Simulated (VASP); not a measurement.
Wanted: the native input for a VASP 6.6.1 run.

```yaml
Task: single point
Functional: PBE
Dispersion: D3(BJ)
Potentials_or_basis: VASP PAW PBE potentials, release 64 (C, Cl, H)
Cutoff: 520 eV
k_mesh: 2 × 2 × 1
Occupations: fermi-dirac, width 0.02 eV
Spin: no spin polarisation
Dipole_correction: no
Further_INCAR_settings: LREAL = Auto; ALGO = Normal; EDIFF = 1e-06; NBANDS = 56
```

The structure of HC18Cl lies in POSCAR:

```
HC18Cl
1.0
    7.3980000000      0.0000000000      0.0000000000
   -3.6990000000      6.4068560000      0.0000000000
    0.0000000000      0.0000000000     11.0000000000
C Cl H
18 1 1
Direct
   -0.0026814082     -0.0056985829      0.0891039091
    0.2216315371      0.1064206843      0.0891308182
   -0.0003683001      0.3283474765      0.0887719091
    0.2193367313      0.4383866283      0.0888607273
   -0.0016153975      0.6598865341      0.0888172727
    0.2208242339      0.7709912631      0.0887669091
    0.3328053692     -0.0047336790      0.0890710909
    0.5525656398      0.1050404442      0.0891787273
    0.3314927187      0.3261587275      0.0891318182
    0.5538536255      0.4374109548      0.0891792727
    0.3305885472      0.6609313523      0.0888947273
    0.5549522933      0.7730986930      0.0891947273
    0.6648454986     -0.0071392271      0.0891929091
    0.8873106302      0.1040767890      0.0890710000
    0.6635641741      0.3273575994      0.0891439091
    0.8882429757      0.4396132830      0.0889951818
    0.6661226157      0.6619151422      0.0891602727
    0.8859788852      0.7719731800      0.0890349091
    1.0180538815      0.5299888120      0.4105300909
    0.9682160835      0.5216024833      0.2967698182
```

The input as run:

INCAR

```
  PREC = Accurate
  ENCUT = 520
  EDIFF = 1E-6
  ISMEAR = -1
  SIGMA = 0.02
  LREAL = Auto
  LASPH = T
  NELM = 80
  ALGO = Normal
  ISIF = 2
  LWAVE = F
  LCHARG = F
  GGA = PE
  IVDW = 12
  NBANDS = 56
```

KPOINTS

```
regular mesh
0
Gamma
  2 2 1
```

Potentials or basis: VASP PAW PBE potentials, release 64 (C, Cl, H).

Launch:

```sh
$ cat potpaw_PBE.64/C/POTCAR potpaw_PBE.64/Cl/POTCAR potpaw_PBE.64/H/POTCAR > POTCAR
$ mpirun -np 1 vasp_std > vasp.out
```

Results of the run:

- Largest force: 0.147 eV/Å
- Band gap on the k mesh: 0.20 eV, direct
- Dispersion energy per atom: -0.089 eV

Caveat: the k points lie up to 0.49 Å⁻¹ apart.

Run time: 2.1 min on 1 thread of Intel(R) Xeon(R) 6975P-C (Granite Rapids), with other jobs on the host, peak memory 0.61 GiB.
